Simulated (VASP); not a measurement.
# PtS2 (P-1) in VASP: single point with PBEsol

Aim: the single point of PtS2 with PBEsol.

Program: VASP 6.6.1. These are calculated values, not measurements. Logs are shortened: lines on timing, memory, paths and dates and some standing lists are left out, and cuts for length are marked.

### Step 1. The cell of the first run

The typed cell holds 6 atoms: a = 6.122 Å, b = 6.053 Å, c = 5.726 Å, α = 133.47°, β = 133.00°, γ = 64.19°.

### Step 2. Single point, PBEsol

The input, INCAR:

```
SYSTEM = PtS2
PREC = Accurate
ENCUT = 520
EDIFF = 1E-6
ISMEAR = -1
SIGMA = 0.05
LREAL = .FALSE.
LASPH = .TRUE.
NELM = 100
ALGO = Normal
ISIF = 2
LWAVE = .FALSE.
LCHARG = .FALSE.
GGA = PS
NBANDS = 31
```

The input, KPOINTS:

```
regular mesh
0
G
  6 6 6
  0 0 0
```

The input, POSCAR:

```
PtS2
1.0
   -1.9826481687      2.6338009282      5.1586754890
    2.5557181703     -1.9758840068      5.1188331080
    2.1001298348      2.0964407314     -4.8975112571
Pt S
2 4
Direct
    0.7057230926      0.2839273580      0.4959941839
    0.0335487451     -0.0346027148      0.0032258868
    0.5266089771      0.1014283805      0.5935522415
    0.8543479371      0.7807940549      0.1003164412
    0.2126620681      0.1478988138     -0.0943307693
    0.8849284259      0.4685284480      0.3989063590
```

Potentials or basis: VASP PAW PBE potentials, release 64 (Pt, S).

Run with:

```bash
$ cat potpaw_PBE.64/Pt/POTCAR potpaw_PBE.64/S/POTCAR > POTCAR
$ mpirun -np 1 vasp_std > vasp.out
```

OUTCAR:

```text
SYSTEM = PtS2
   PREC = Accurate
   ENCUT = 520
   EDIFF = 1E-6
   ISMEAR = -1
   LREAL = .FALSE.
   LASPH = .TRUE.
   NELM = 100
   ISIF = 2
   GGA = PS

 ion  position               nearest neighbor table
   1  0.706  0.284  0.496-   3 2.34   6 2.35   4 2.37   5 2.37   4 2.48   5 2.51
   2  0.034  0.965  0.003-   5 2.34   4 2.35   6 2.37   3 2.37   6 2.48   3 2.51
   3  0.527  0.101  0.594-   1 2.34   2 2.37   2 2.51   6 2.71
   4  0.854  0.781  0.100-   2 2.35   1 2.37   1 2.48   5 2.71
   5  0.213  0.148  0.906-   2 2.34   1 2.37   1 2.51   4 2.71
   6  0.885  0.469  0.399-   1 2.35   2 2.37   2 2.48   3 2.71

  LATTYP: Found a triclinic cell.
 ALAT       =     4.6626642526
 B/A-ratio  =     1.3873974212
 C/A-ratio  =     1.2281309619
 COS(alpha) =     0.0016833058
 COS(beta)  =     0.3350810452
 COS(gamma) =     0.6818171707

  Lattice vectors:

 A1 = (   4.6558480051,   0.1205567246,   0.2213218509)
 A2 = (   4.5383663390,  -4.6096849350,  -0.0398423810)
 A3 = (   2.1001298348,   2.0964407314,  -4.8975112571)

Analysis of symmetry for initial positions (statically):
=====================================================================
 Subroutine PRICEL returns:
 Original cell was already a primitive cell.

 Routine SETGRP: Setting up the symmetry group for a
 triclinic supercell.

 Subroutine GETGRP returns: Found  2 space group operations
 (whereof  1 operations were pure point group operations)
 out of a pool of  2 trial point group operations.

The static configuration has the point symmetry C_1 .
 The point group associated with its full space group is S_2 .

Analysis of symmetry for dynamics (positions and initial velocities):
=====================================================================
 Subroutine PRICEL returns:
 Original cell was already a primitive cell.

 Routine SETGRP: Setting up the symmetry group for a
 triclinic supercell.

 Subroutine GETGRP returns: Found  2 space group operations
 (whereof  1 operations were pure point group operations)
 out of a pool of  2 trial point group operations.

The dynamic configuration has the point symmetry C_1 .
 The point group associated with its full space group is S_2 .

 Subroutine INISYM returns: Found  2 space group operations
 (whereof  1 operations are pure point group operations),
 and found     1 'primitive' translations

----------------------------------------------------------------------------------------

                                     Primitive cell

  volume of cell :     112.4171

  direct lattice vectors                    reciprocal lattice vectors
    -1.982648169  2.633800928  5.158675489    -0.009379500  0.206969194  0.084573666
     2.555718170 -1.975884007  5.118833108     0.210945942 -0.009997116  0.086177547
     2.100129835  2.096440731 -4.897511257     0.210599062  0.207557122 -0.025029738

  length of vectors
     6.122069412  6.052955093  5.726362334     0.223778746  0.228089243  0.296746375

  position of ions in fractional coordinates (direct lattice)
     0.705723093  0.283927358  0.495994184
     0.033548745  0.965397285  0.003225887
     0.526608977  0.101428381  0.593552241
     0.854347937  0.780794055  0.100316441
     0.212662068  0.147898814  0.905669231
     0.884928426  0.468528448  0.398906359

  ion indices of the primitive-cell ions
   primitive index   ion index
                 1           1
                 2           2
                 3           3
                 4           4
                 5           5
                 6           6

----------------------------------------------------------------------------------------

 KPOINTS: regular mesh

Automatic generation of k-mesh.
 Grid dimensions read from file:
 generate k-points for:    6    6    6

 Generating k-lattice:

  Cartesian coordinates                     Fractional coordinates (reciprocal lattice)
    -0.001563250  0.034494866  0.014095611     0.166666667  0.000000000 -0.000000000
     0.035157657 -0.001666186  0.014362924     0.000000000  0.166666667  0.000000000
     0.035099844  0.034592854 -0.004171623    -0.000000000  0.000000000  0.166666667

  Length of vectors
     0.037296458  0.038014874  0.049457729

  Shift w.r.t. Gamma in fractional coordinates (k-lattice)
     0.000000000  0.000000000  0.000000000

 Subroutine IBZKPT returns following result:
 ===========================================

 Found    112 irreducible k-points:

 Following reciprocal coordinates:
            Coordinates               Weight
  0.000000  0.000000  0.000000      1.000000
  0.166667  0.000000  0.000000      2.000000
  0.333333  0.000000  0.000000      2.000000
  0.500000 -0.000000  0.000000      1.000000
  0.000000  0.166667  0.000000      2.000000
  0.166667  0.166667  0.000000      2.000000
[... 16 lines left out ...]
  0.333333  0.000000  0.166667      2.000000
  0.500000 -0.000000  0.166667      2.000000
 [... further k-points ...]
   k-points           NKPTS =    112   k-points in BZ     NKDIM =    112   number of bands    NBANDS=     31
   number of dos      NEDOS =    301   number of ions     NIONS =      6
   total plane-waves  NPLWV = 110592
   dimension x,y,z NGX =    48 NGY =   48 NGZ =   48
   dimension x,y,z NGXF=    96 NGYF=   96 NGZF=   96
   ions per type =               2   4
   NGX,Y,Z   is equivalent  to a cutoff of  13.03, 13.18, 13.94 a.u.
   NGXF,Y,Z  is equivalent  to a cutoff of  26.07, 26.37, 27.87 a.u.
 SYSTEM =  PtS2
   PREC   = accura    normal or accurate (medium, high low for compatibility)
   ISTART =      0    job   : 0-new  1-cont  2-samecut
   ICHARG =      2    charge: 1-file 2-atom 10-const
   ISPIN  =      1    spin polarized calculation?
   LNONCOLLINEAR =      F non collinear calculations
   LSORBIT =      F    spin-orbit coupling
   LASPH  =      T    aspherical Exc in radial PAW
   ENCUT  =  520.0 eV  38.22 Ry    6.18 a.u.  11.38 11.25 10.65*2*pi/ulx,y,z
   NELM   =    100;   NELMIN=  2; NELMDL= -5     # of ELM steps
   EDIFF  = 0.1E-05   stopping-criterion for ELM
   LREAL  =      F    real-space projection
   EDIFFG = 0.1E-04   stopping-criterion for IOM
   NSW    =      0    number of steps for IOM
   IBRION =     -1    ionic relax: 0-MD 1-quasi-New 2-CG
   NFREE  =      0    steps in history (QN), initial steepest desc. (CG)
   ISIF   =      2    stress and relaxation
   ISYM   =      2    0-nonsym 1-usesym 2-fastsym
   POTIM  = 0.5000    time-step for ionic-motion
   TEBEG  =    0.0;   TEEND  =   0.0 temperature during run
   PSTRESS=    0.0 pullay stress
   NELECT =      44.0000    total number of electrons
   NUPDOWN=      -1.0000    fix difference up-down
   EMIN   =  10.00;   EMAX   =-10.00  energy-range for DOS
   EFERMI =   0.00;   METHOD = LEGACY
   ISMEAR =    -1;   SIGMA  =   0.05  broadening in eV -4-tet -1-fermi 0-gaus
   EFERMI_NEDOS =   21; number of points for ismear=-14 and -15
   IALGO  =     38    algorithm
   IMIX   =      4    mixing-type and parameters
     AMIX     =   0.40;   BMIX     =  1.00
     AMIX_MAG =   1.60;   BMIX_MAG =  1.00
  volume/ion in A,a.u.               =      18.74       126.44
  Fermi-wavevector in a.u.,A,eV,Ry     =   1.197517  2.262979 19.511388  1.434047
  Thomas-Fermi vector in A             =   2.333430
   LORBIT       =      0    0 simple, 1 ext, 2 COOP (PROOUT), +10 PAW based schemes
   GGA     = PS    functional components
   LHFCALC =     F    Hartree Fock is set to
   AEXX    =    0.0000 exact exchange contribution
   IVDW    =     0    specifies the selected vdW correction
   LEPSILON=     F    determine dielectric tensor
   LRPA    =     F    only Hartree local field effects (RPA)
 non-spin polarized calculation
  energy-cutoff  :      520.00
  volume of cell :      112.42
 maximum number of plane-waves:      3042
 NGX is ok and might be reduce to    48
   NGX = 23   NGY = 23   NGZ = 21

 number of electron      44.0000001 magnetization

 Free energy of the ion-electron system (eV)
  ---------------------------------------------------
  ext. energy  EPLUGINS =         0.00000000
  ---------------------------------------------------
  free energy    TOTEN  =       -32.03001020 eV

  energy without entropy =      -32.00745116  energy(sigma->0) =      -32.01873068

 E-fermi :   6.3579     XC(G=0): -10.6890

 val. band max:        6.3502721503   @ k =  -0.1667  -0.1667   0.1667
 cond. band min:       6.3597473561   @ k =   0.3333  -0.3333   0.3333
 fundamental gap:      0.0094752058
 Fermi energy:         6.3578760126

 k-point     1 :       0.0000    0.0000    0.0000
  band No.  band energies     occupation
      1      -8.9811      2.00000
      2      -7.2294      2.00000
      3      -6.4368      2.00000
      4      -5.9711      2.00000
      5      -0.6001      2.00000
      6       0.0987      2.00000
[... 23 lines left out ...]
     30      12.7420      0.00000
     31      13.8212      0.00000

 k-point     2 :       0.1667    0.0000    0.0000
  band No.  band energies     occupation
      1      -8.8514      2.00000
      2      -7.2082      2.00000
      3      -6.4793      2.00000
      4      -6.0135      2.00000
      5      -0.6989      2.00000
      6      -0.0912      2.00000
[... 23 lines left out ...]
     30      12.8804      0.00000
     31      14.0393      0.00000

 k-point     3 :       0.3333    0.0000    0.0000
  band No.  band energies     occupation
      1      -8.5234      2.00000
      2      -7.2532      2.00000
      3      -6.5262      2.00000
      4      -6.1308      2.00000
      5      -0.8186      2.00000
      6      -0.3554      2.00000
[... 23 lines left out ...]
     30      13.1683      0.00000
     31      14.1008      0.00000

 k-point     4 :       0.5000   -0.0000    0.0000
  band No.  band energies     occupation
      1      -8.2836      2.00000
      2      -7.3816      2.00000
      3      -6.4906      2.00000
      4      -6.2250      2.00000
      5      -0.7977      2.00000
      6      -0.5134      2.00000
[... 23 lines left out ...]
     30      13.1112      0.00000
     31      13.6313      0.00000

 k-point     5 :       0.0000    0.1667    0.0000
  band No.  band energies     occupation
      1      -8.8402      2.00000
      2      -7.1981      2.00000
      3      -6.4898      2.00000
      4      -6.0240      2.00000
      5      -0.7184      2.00000
      6      -0.1257      2.00000
[... 23 lines left out ...]
     30      12.9075      0.00000
     31      14.0818      0.00000
[... 542 lines left out ...]
     30      12.7893      0.00000
     31      14.3836      0.00000

 k-point    22 :       0.1667    0.0000    0.1667
  band No.  band energies     occupation
      1      -8.4003      2.00000
      2      -7.2096      2.00000
      3      -6.4075      2.00000
      4      -6.2713      2.00000
      5      -0.7504      2.00000
      6      -0.4743      2.00000
[... 23 lines left out ...]
     30      12.9895      0.00000
     31      14.5041      0.00000

 k-point    23 :       0.3333    0.0000    0.1667
  band No.  band energies     occupation
      1      -8.1148      2.00000
      2      -7.3191      2.00000
      3      -6.5410      2.00000
      4      -6.2664      2.00000
      5      -0.9840      2.00000
      6      -0.4684      2.00000
[... 23 lines left out ...]
     30      13.4329      0.00000
     31      13.7563      0.00000

 k-point    24 :       0.5000   -0.0000    0.1667
  band No.  band energies     occupation
      1      -8.2963      2.00000
      2      -7.2002      2.00000
      3      -6.6706      2.00000
      4      -6.1923      2.00000
      5      -1.0776      2.00000
      6      -0.4427      2.00000
[... 23 lines left out ...]
     30      13.2434      0.00000
     31      14.3355      0.00000

 [... further k-points ...]

------------------------ aborting loop because EDIFF is reached ----------------------------------------

  FORCE on cell =-STRESS in cart. coord.  units (eV):
  Direction    XX          YY          ZZ          XY          YZ          ZX
  --------------------------------------------------------------------------------------
  -------------------------------------------------------------------------------------
  Total       -0.0711794     -0.0593791     -0.1673772      0.0250478     -0.0109980     -0.0041601
  in kB       -1.0144552     -0.8462760     -2.3854736      0.3569839     -0.1567444     -0.0592908
  external PRESSURE =      -1.4154016 kB  Pullay stress =       0.0000000 kB

 VOLUME and BASIS-vectors are now :
 -----------------------------------------------------------------------------
  energy-cutoff  :      520.00
  volume of cell :      112.42
      direct lattice vectors                 reciprocal lattice vectors
    -1.982648169  2.633800928  5.158675489    -0.009379500  0.206969194  0.084573666
     2.555718170 -1.975884007  5.118833108     0.210945942 -0.009997116  0.086177547
     2.100129835  2.096440731 -4.897511257     0.210599062  0.207557122 -0.025029738

 POSITION                                       TOTAL-FORCE (eV/Angst)
 -----------------------------------------------------------------------------------
      0.36809      2.33755      2.66484        -0.004569      0.003972      0.000049
      2.40754     -1.81239      5.09898         0.004569     -0.003972     -0.000049
      0.46168      2.43092      0.32887        -0.005084     -0.004187      0.012849
      0.51230      0.91773      7.91276        -0.002280     -0.005361      0.012166
      1.85838      2.16656     -2.58140         0.005084      0.004187     -0.012849
      0.28068      2.24125      5.00973         0.002280      0.005361     -0.012166
 -----------------------------------------------------------------------------------
    total drift:                               -0.003929     -0.013133     -0.001545

  FREE ENERGIE OF THE ION-ELECTRON SYSTEM (eV)
  ---------------------------------------------------
  free  energy   TOTEN  =       -32.0300101984 eV

  energy  without entropy=      -32.0074511562  energy(sigma->0) =      -32.01873068
```

Run time: 8.9 min. Hardware: 1 thread of Oxide Virtual Turin-like, shared host; peak memory 0.49 GiB.

Results:

| Item | Value |
| --- | --- |
| Free energy | -32.0300 eV |
| Pressure | -0.1 GPa |
| Largest force | 0.014 eV/Å |
| Band gap on the k mesh | zero (bands 22 and 23 overlap by 0.96 eV) |

Forces in eV/Å, atoms in the order of the input:
```
Pt  -0.005  0.004  0.000
Pt   0.005 -0.004  0.000
S   -0.005 -0.004  0.013
S   -0.002 -0.005  0.012
S    0.005  0.004 -0.013
S    0.002  0.005 -0.012
```

Levels at points of the mesh, in eV from the Fermi level:
| k point | band 19 | band 20 | band 21 | band 22 | band 23 | band 24 | band 25 | band 26 |
| --- | --- | --- | --- | --- | --- | --- | --- | --- |
| (0.00, 0.00, 0.00) | -2.31 | -1.39 | -0.55 | -0.48 | -0.07 | 0.53 | 0.64 | 0.78 |
| (0.50, 0.00, 0.00) | -1.66 | -1.21 | -0.96 | -0.86 | 0.01 | 0.64 | 2.11 | 2.44 |
| (0.00, 0.50, 0.00) | -1.82 | -1.39 | -1.17 | -0.93 | -0.15 | 0.56 | 2.09 | 2.44 |
| (0.50, 0.50, 0.00) | -1.76 | -1.72 | -0.26 | 0.72 | 1.59 | 1.77 | 2.19 | 2.61 |
| (0.00, 0.00, 0.50) | -1.47 | -1.42 | -0.08 | -0.01 | 2.07 | 2.15 | 2.32 | 2.33 |
| (0.50, 0.00, 0.50) | -1.84 | -1.80 | -1.08 | -0.68 | -0.18 | 0.18 | 1.72 | 2.44 |
| (0.00, 0.50, 0.50) | -1.76 | -1.73 | -0.94 | -0.43 | 0.03 | 0.17 | 1.73 | 2.46 |
| (0.50, 0.50, 0.50) | -1.99 | -1.94 | -0.54 | -0.47 | 0.03 | 0.18 | 0.71 | 0.74 |

Caveat: the PAW data sets were made with another functional, which shifts forces and pressure a little; spin-orbit coupling is left out, which moves the levels of the heavy elements.
